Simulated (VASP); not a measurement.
Write the native input for VASP 6.6.1 that does the following.

| Property | Result |
| --- | --- |
| Task | single point |
| Functional | PBE |
| Potentials or basis | VASP PAW PBE potentials, release 64 (Ni) |
| Cutoff | 520 eV |
| k mesh | 18 × 18 × 18 |
| Occupations | fermi-dirac, width 0.05 eV |
| Spin | collinear spin, ferromagnetic start |
| Starting moments | [1.0] μB |
| Dipole correction | no |
| Further INCAR settings | ALGO = Normal; EDIFF = 1e-06; NBANDS = 15 |

The structure of Ni lies in POSCAR:

```
Ni
1.0
    0.0000000000      1.7590478890      1.7590478890
    1.7590478890      0.0000000000      1.7590478890
    1.7590478890      1.7590478890      0.0000000000
Ni
1
Direct
    0.0000000000      0.0000000000      0.0000000000
```

The input as run:

INCAR

```
SYSTEM = Ni
PREC = Accurate
ENCUT = 520
EDIFF = 1E-6
ISMEAR = -1
SIGMA = 0.05
LREAL = .False.
LASPH = .True.
NELM = 150
ALGO = Normal
ISIF = 2
LWAVE = .False.
LCHARG = .False.
ISPIN = 2
MAGMOM = 1
LORBIT = 11
LMAXMIX = 4
GGA = PE
NBANDS = 15
```

KPOINTS

```
Automatic mesh
0
Gamma
  18 18 18
  0 0 0
```

Potentials or basis: VASP PAW PBE potentials, release 64 (Ni).

Run with:

```bash
$ cat potpaw_PBE.64/Ni/POTCAR > POTCAR
$ mpirun -np 1 vasp_std > vasp.out
```

It gave:

- Pressure: 0.0 GPa
- Net moment: 0.62 μB per cell
- Site moments: Ni +0.63 μB
- Valence electrons inside the program's atomic spheres: Ni 9.31

Run time: 110 s on 1 thread of Intel Xeon 8259CL, with other jobs on the host, peak memory 0.17 GiB.
